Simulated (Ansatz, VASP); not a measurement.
**Au in VASP and in Ansatz**

File INCAR:

```
SYSTEM = Au
  ALGO = Fast
  EDIFF = 1E-6
  ENCUT = 520
  GGA = PS
  ISIF = 2
  ISMEAR = 0
  LASPH = .True.
  LCHARG = .False.
  LREAL = .False.
  LWAVE = .False.
  NBANDS = 18
  NELM = 80
  PREC = Accurate
  SIGMA = 0.15
```

KPOINTS

```
k-points
0
Gamma
  22 22 14
  0 0 0
```

POSCAR

```
Au
1.0
   -1.6210733944      1.6210733944      1.6210733944
    1.6210733944     -1.6210733944      1.6210733944
    3.2421467888      3.2421467888      0.0000000000
Au
2
Direct
   -0.0346992309     -0.0346992309      0.0000000000
    0.5346992309      0.5346992309      0.5000000000
```

Input for Ansatz:

```yaml
crystal:
  lattice:
    - [-1.6210733944, 1.6210733944, 1.6210733944]
    - [1.6210733944, -1.6210733944, 1.6210733944]
    - [3.2421467888, 3.2421467888, 0.0]
  atoms:
    - { symbol: Au, position: [-0.0346992309, -0.0346992309, 0.0] }
    - { symbol: Au, position: [0.5346992309, 0.5346992309, 0.5] }
basis:
  ecutwfc: 420
kpoints:
  mp_grid: { grid: [22, 22, 14] }
hamiltonian:
  xc: pbesol
scf:
  occupations: { method: gaussian, width: 0.15 }
output:
  forces: true
  stress: true
  eigenvalues: true
  write_density: true
  write_potential: true
  elf: true
  volumetric_format: npy
```

Change from the starting cell: mode 5 (92.8 1/cm) frozen in, largest displacement +0.113 Å.

Alike in both runs: task single point; functional PBEsol; k mesh 22 × 22 × 14; occupations gaussian, width 0.15 eV; no spin polarisation.

|  | VASP | Ansatz |
| --- | --- | --- |
| version | VASP 6.6.1 | Ansatz 0.2.0 |
| potentials or method | VASP PAW PBE potentials, release 64 (Au), cutoff 520 eV | scalar-relativistic, plane waves, PAW |
| valence electrons in the cell | 22 | 38 |

VASP gave:

| Property | Result |
| --- | --- |
| gap on the k mesh at the Fermi level (eV) | none |
| pressure (GPa) | 1.7 |
| traceless stress, the component that is largest in VASP (GPa) | 2.68 |
| rms of the force components (eV/Å) | 0.403 |

**Question.** Estimate Ansatz's values.

**Answer.** gap on the k mesh at the Fermi level (eV): none; pressure (GPa): 2.0; traceless stress, the component that is largest in VASP (GPa): 2.68; rms of the force components (eV/Å): 0.405.

VASP's potentials were made for PBE, not for PBEsol. Atom by atom the forces differ by 0.002 eV/Å (rms over components). A gap of «none» marks a metal or a gap that the smearing closes. The functional is the same, so the differences come from potentials, cutoffs and numerics. VASP's potentials hold 22 valence electrons a cell and Ansatz's 38, so a difference there can come from the potentials and not from the codes.

Spin-orbit coupling is off throughout.
